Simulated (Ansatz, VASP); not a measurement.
CdTe in VASP and in Ansatz

The input POSCAR:

```
CdTe
1.0
    0.0000000000      3.2049986979      3.2049986979
    3.2049986979      0.0000000000      3.2049986979
    3.2049986979      3.2049986979      0.0000000000
Cd Te
1 1
Direct
    0.0000000000      0.0000000000      0.0000000000
    0.2500000000      0.2500000000      0.2500000000
```

INCAR.step1

```
PREC     = Accurate       # precision mode
ENCUT    = 520            # plane-wave cutoff, eV
EDIFF    = 1E-5           # SCF threshold, eV
ISMEAR   = 0              # smearing method
SIGMA    = 0.05           # smearing width, eV
LREAL    = F              # projectors in reciprocal space
LASPH    = T              # aspherical terms in the spheres
NELM     = 80             # most SCF steps
ALGO     = Normal         # electronic algorithm
ISIF     = 2              # what is computed and relaxed
LWAVE    = T              # write WAVECAR
NBANDS   = 16             # bands
GGA      = PE             # functional
```

The input INCAR.step2:

```
PREC     = Accurate       # precision mode
ENCUT    = 520            # plane-wave cutoff, eV
EDIFF    = 1E-6           # SCF threshold, eV
ISMEAR   = 0              # smearing method
SIGMA    = 0.05           # smearing width, eV
LREAL    = F              # projectors in reciprocal space
LASPH    = T              # aspherical terms in the spheres
NELM     = 80             # most SCF steps
ALGO     = Normal         # electronic algorithm
ISIF     = 2              # what is computed and relaxed
LWAVE    = F              # write WAVECAR
LCHARG   = T              # write CHGCAR
GGA      = PE             # functional
LHFCALC  = T              # exact exchange
AEXX     = 1.0            # exact-exchange fraction
ALDAC    = 0.0          
AGGAC    = 0.0          
PRECFOCK = Normal       
LELF     = T              # ELF
LVHAR    = T            
NBANDS   = 16             # bands
ISTART   = 1
```

File KPOINTS:

```
Automatic mesh
0
Gamma
  4 4 4
```

Input for Ansatz:

```yaml
crystal:
  lattice:
    - [0.0, 3.2049986979, 3.2049986979]
    - [3.2049986979, 0.0, 3.2049986979]
    - [3.2049986979, 3.2049986979, 0.0]
  atoms:
    - { symbol: Cd, position: [0.0, 0.0, 0.0] }
    - { symbol: Te, position: [0.25, 0.25, 0.25] }
basis:
  ecutwfc: 420
  ecutrho_ratio: 4
kpoints:
  mp_grid: { grid: [4, 4, 4] }
hamiltonian:
  xc: hf
scf:
  occupations: { method: gaussian, width: 0.05 }
  n_extra_bands: 9
output:
  forces: true
  stress: true
  eigenvalues: true
  populations: true
  dos: { projected: true, de: 0.02 }
```

Alike in both runs: task single point; functional HF; k mesh 4 × 4 × 4; occupations gaussian, width 0.05 eV; no spin polarisation.

```csv
,VASP,Ansatz
version,VASP 6.6.1,Ansatz 0.2.0
potentials or method,"VASP PAW PBE potentials, release 64 (Cd, Te), cutoff 520 eV","scalar-relativistic, plane waves, PAW"
valence electrons in the cell,18,36
```

Ansatz gave:

- gap on the k mesh at the Fermi level (eV): 7.62
- least direct gap on the mesh (eV): 7.62
- pressure (GPa): 8.2

Problem. Which values does VASP return?

Solution. gap on the k mesh at the Fermi level (eV): 6.82; least direct gap on the mesh (eV): 6.82; pressure (GPa): 6.1.

VASP's potentials were made for PBE, not for HF. One of these differences is far larger than is usual between the two programs; its cause wasn't traced. With one functional, cell and mesh, what is left measures potentials, basis and numerics. VASP's potentials hold 18 valence electrons a cell and Ansatz's 36, so a difference there can come from the potentials and not from the codes. Ansatz's warnings: stress exchange threshold loose, stress scf threshold loose.

The k mesh is coarse, so the values compare programs but aren't converged. Spin-orbit coupling is off throughout.
